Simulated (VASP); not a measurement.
Input of a VASP 6.6.1 run:

File INCAR:

```
SYSTEM = Cr
PREC     = Accurate       ! precision mode
ENCUT    = 500            ! plane-wave cutoff, eV
EDIFF    = 1E-6           ! SCF threshold, eV
ISMEAR   = -1             ! smearing method
SIGMA    = 0.06122561905347299 ! smearing width, eV
LREAL    = .False.        ! projectors in reciprocal space
LASPH    = .True.         ! aspherical terms in the spheres
NELM     = 120            ! most SCF steps
ALGO     = Normal         ! electronic algorithm
ISIF     = 2              ! what is computed and relaxed
LWAVE    = .False.        ! write WAVECAR
LCHARG   = .False.        ! write CHGCAR
GGA      = PE             ! functional
NBANDS   = 12             ! bands
GGA_COMPAT= .False.
```

KPOINTS

```
Automatic mesh
0
Gamma
  26 26 26
  0 0 0
```

The input POSCAR:

```
Cr
1.0
    0.0000000000      1.8472739886      1.8472739886
    1.8472739886      0.0000000000      1.8472739886
    1.8472739886      1.8472739886      0.0000000000
Cr
1
Direct
    0.0000000000      0.0000000000      0.0000000000
```

Potentials or basis: VASP PAW PBE potentials, release 64 (Cr_pv).

The run is started by

```bash
$ cat potpaw_PBE.64/Cr_pv/POTCAR > POTCAR
$ mpirun -np 1 vasp_std > vasp.out
```

Problem. What does it give for the pressure?

Solution. -12.8 GPa.

Problem. Estimate the band gap on the k mesh.

Solution. Zero (bands 6 and 7 overlap by 2.68 eV).

Caveat: the cell stands under tension; the run has no spin polarisation, though such a crystal can be magnetic. Spin polarisation is off, so any magnetic state and its effect on volume and gap are missing.
